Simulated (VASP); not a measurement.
# MnSb (P6_3/mmc) in VASP: notebook, part 2 of 2

VASP 6.6.1.

## 3. Single point, PBE, collinear spin, ferromagnetic start (20.75 Å³/atom)

This run uses another cell than the first one, of 20.75 Å³/atom.

The input, INCAR:

```
SYSTEM = MnSb
PREC = Accurate ; ENCUT = 520
EDIFF = 1E-7 ; ISMEAR = 0
SIGMA = 0.05 ; LREAL = .False.
LASPH = .True. ; NELM = 150
ALGO = Normal ; ISIF = 2
LWAVE = .False. ; LCHARG = .True.
ISPIN = 2 ; MAGMOM = 3.58 3.58 0 0
LORBIT = 11 ; LMAXMIX = 4
GGA = PE ; LELF = .True.
LVHAR = .True. ; NBANDS = 30
```

The input, KPOINTS:

```
Automatic mesh
0
Gamma
  12 12 8
  0 0 0
```

The input, POSCAR:

```
MnSb
1.0
    4.1247780348      0.0000000000      0.0000000000
   -2.0623890174      3.5721625631      0.0000000000
    0.0000000000      0.0000000000      5.6341515486
Mn Sb
2 2
Direct
    0.0000000000      0.0000000000      0.0000000000
    0.0000000000      0.0000000000      0.5000000000
    0.3333333333      0.6666666667      0.2500000000
    0.6666666667      0.3333333333      0.7500000000
```

Potentials or basis: VASP PAW PBE potentials, release 64 (Mn_pv, Sb).

The run is started by

```bash
> cat potpaw_PBE.64/Mn_pv/POTCAR potpaw_PBE.64/Sb/POTCAR > POTCAR
> mpirun -np 1 vasp_std > vasp.out
```

OUTCAR:

```text
SYSTEM = MnSb
   PREC = Accurate
   ENCUT = 520
   EDIFF = 1E-7
   ISMEAR = 0
   LREAL = .False.
   LASPH = .True.
   NELM = 150
   ISIF = 2
   ISPIN = 2
   LORBIT = 11
   GGA = PE

 ion  position               nearest neighbor table
   1  0.000  0.000  0.000-   3 2.77   4 2.77   3 2.77   4 2.77   4 2.77   3 2.77   2 2.82   2 2.82

   2  0.000  0.000  0.500-   3 2.77   4 2.77   3 2.77   4 2.77   4 2.77   3 2.77   1 2.82   1 2.82

   3  0.333  0.667  0.250-   1 2.77   2 2.77   1 2.77   2 2.77   1 2.77   2 2.77   4 3.69   4 3.69
                             4 3.69   4 3.69   4 3.69   4 3.69
   4  0.667  0.333  0.750-   1 2.77   2 2.77   1 2.77   2 2.77   1 2.77   2 2.77   3 3.69   3 3.69
                             3 3.69   3 3.69   3 3.69   3 3.69

  LATTYP: Found a hexagonal cell.
 ALAT       =     4.1247780348
 C/A-ratio  =     1.3659284211

  Lattice vectors:

 A1 = (   4.1247780348,   0.0000000000,   0.0000000000)
 A2 = (  -2.0623890174,   3.5721625631,   0.0000000000)
 A3 = (   0.0000000000,   0.0000000000,   5.6341515486)

Analysis of symmetry for initial positions (statically):
=====================================================================
 Subroutine PRICEL returns:
 Original cell was already a primitive cell.

 Routine SETGRP: Setting up the symmetry group for a
 hexagonal supercell.

 Subroutine GETGRP returns: Found 24 space group operations
 (whereof 12 operations were pure point group operations)
 out of a pool of 24 trial point group operations.

The static configuration has the point symmetry D_3d.
 The point group associated with its full space group is D_6h.

Analysis of symmetry for dynamics (positions and initial velocities):
=====================================================================
 Subroutine PRICEL returns:
 Original cell was already a primitive cell.

 Routine SETGRP: Setting up the symmetry group for a
 hexagonal supercell.

 Subroutine GETGRP returns: Found 24 space group operations
 (whereof 12 operations were pure point group operations)
 out of a pool of 24 trial point group operations.

The dynamic configuration has the point symmetry D_3d.
[... 164 lines left out ...]
  free energy    TOTEN  =       -26.36627930 eV

  energy without entropy =      -26.36342037  energy(sigma->0) =      -26.36484983

 E-fermi :   8.0971     XC(G=0): -10.7872

 val. band max:        8.0968337291   @ k =   0.3333   0.1667   0.3750
 cond. band min:       8.0992344055   @ k =   0.4167   0.1667   0.3750
 fundamental gap:      0.0024006764
 Fermi energy:         8.0970838173

 spin component 1

 k-point     1 :       0.0000    0.0000    0.0000
  band No.  band energies     occupation
      1     -41.7970      1.00000
      2     -41.7970      1.00000
      3     -41.7869      1.00000
      4     -41.7869      1.00000
      5     -41.5437      1.00000
      6     -41.4383      1.00000
[... 781 lines left out ...]
     29      16.3807      0.00000
     30      16.7379      0.00000

 [... further k-points ...]

 spin component 2

 k-point     1 :       0.0000    0.0000    0.0000
  band No.  band energies     occupation
      1     -38.2549      1.00000
      2     -38.2549      1.00000
      3     -38.2427      1.00000
      4     -38.2427      1.00000
      5     -38.1981      1.00000
      6     -38.0742      1.00000
[... 781 lines left out ...]
     29      16.5439      0.00000
     30      17.2382      0.00000

 [... further k-points ...]
[... 5 lines left out ...]
  --------------------------------------------------------------------------------------
  -------------------------------------------------------------------------------------
  Total       -0.5809718     -0.5809718     -0.5596084      0.0000000      0.0000000      0.0000000
  in kB      -11.2125730    -11.2125730    -10.8002671      0.0000000      0.0000000      0.0000000
  external PRESSURE =     -11.0751377 kB  Pullay stress =       0.0000000 kB

 VOLUME and BASIS-vectors are now :
 -----------------------------------------------------------------------------
  energy-cutoff  :      520.00
  volume of cell :       83.02
      direct lattice vectors                 reciprocal lattice vectors
     4.124778035  0.000000000  0.000000000     0.242437288  0.139971233  0.000000000
    -2.062389017  3.572162563  0.000000000     0.000000000  0.279942467  0.000000000
     0.000000000  0.000000000  5.634151549     0.000000000  0.000000000  0.177489013

 POSITION                                       TOTAL-FORCE (eV/Angst)
 -----------------------------------------------------------------------------------
      0.00000      0.00000      0.00000         0.000000      0.000000      0.000000
      0.00000      0.00000      2.81708         0.000000      0.000000      0.000000
     -0.00000      2.38144      1.40854        -0.000000     -0.000000     -0.000000
      2.06239      1.19072      4.22561         0.000000      0.000000      0.000000
 -----------------------------------------------------------------------------------
    total drift:                                0.000000     -0.000000      0.000000

  FREE ENERGIE OF THE ION-ELECTRON SYSTEM (eV)
  ---------------------------------------------------
  free  energy   TOTEN  =       -26.3662792955 eV

  energy  without entropy=      -26.3634203708  energy(sigma->0) =      -26.36484983

 total charge

# of ion       s       p       d       tot
------------------------------------------
    1        0.281   6.224   5.055  11.560
    2        0.281   6.224   5.055  11.560
    3        1.137   1.277   0.046   2.459
    4        1.137   1.277   0.046   2.459
--------------------------------------------------
tot          2.836  15.001  10.201  28.039

 magnetization (x)

# of ion       s       p       d       tot
------------------------------------------
    1        0.035   0.028   3.246   3.309
    2        0.035   0.028   3.246   3.309
    3        0.008  -0.138   0.006  -0.124
    4        0.008  -0.138   0.006  -0.124
--------------------------------------------------
tot          0.086  -0.221   6.506   6.371
```

stdout:

```text
POSCAR found type information on POSCAR MnSb
 POSCAR found :  2 types and       4 ions
 scaLAPACK will be used
 LDA part: xc-table for (Slater+PW92), standard interpolation
 POSCAR, INCAR and KPOINTS ok, starting setup
 FFT: planning ... GRIDC
 FFT: planning ... GRID_SOFT
 FFT: planning ... GRID
 WAVECAR not read
 entering main loop
```

Wall time 11 min (1 thread of Intel Xeon 8259CL, shared host); peak memory 0.47 GiB.

Results:

```
Free energy                                           : -26.3663 eV
Pressure                                              : -1.1 GPa
Net moment                                            : 6.54 μB per cell
Site moments                                          : Mn +3.31; Sb -0.12 μB
Valence electrons inside the program's atomic spheres : Mn 11.56; Sb 2.46
```

Levels at points of the mesh, in eV from the Fermi level:
Spin up:
```
           k point  band 19  band 20  band 21  band 22  band 23  band 24
(0.00, 0.00, 0.00)    -0.29     0.45     0.45     2.34     2.34     2.83
(0.50, 0.00, 0.00)    -1.92    -1.79    -1.77    -0.73     0.91     3.29
(0.00, 0.00, 0.50)    -0.43    -0.43     1.80     1.80     1.80     1.80
(0.50, 0.00, 0.50)    -2.16    -2.16     0.15     0.15     1.29     1.29
```
Spin down:
| k point | band 13 | band 14 | band 15 | band 16 | band 17 | band 18 |
| --- | --- | --- | --- | --- | --- | --- |
| (0.00, 0.00, 0.00) | -0.11 | -0.11 | 0.25 | 0.25 | 0.54 | 0.54 |
| (0.50, 0.00, 0.00) | -2.29 | -2.13 | -1.19 | 0.40 | 0.63 | 0.72 |
| (0.00, 0.00, 0.50) | -1.75 | -1.75 | 0.47 | 0.47 | 0.47 | 0.47 |
| (0.50, 0.00, 0.50) | -1.59 | -1.59 | 0.28 | 0.28 | 0.79 | 0.79 |

Caveat: spin-orbit coupling is left out, which moves the levels of the heavy elements; the run started ferromagnetic, and an antiferromagnetic order may lie lower in energy.
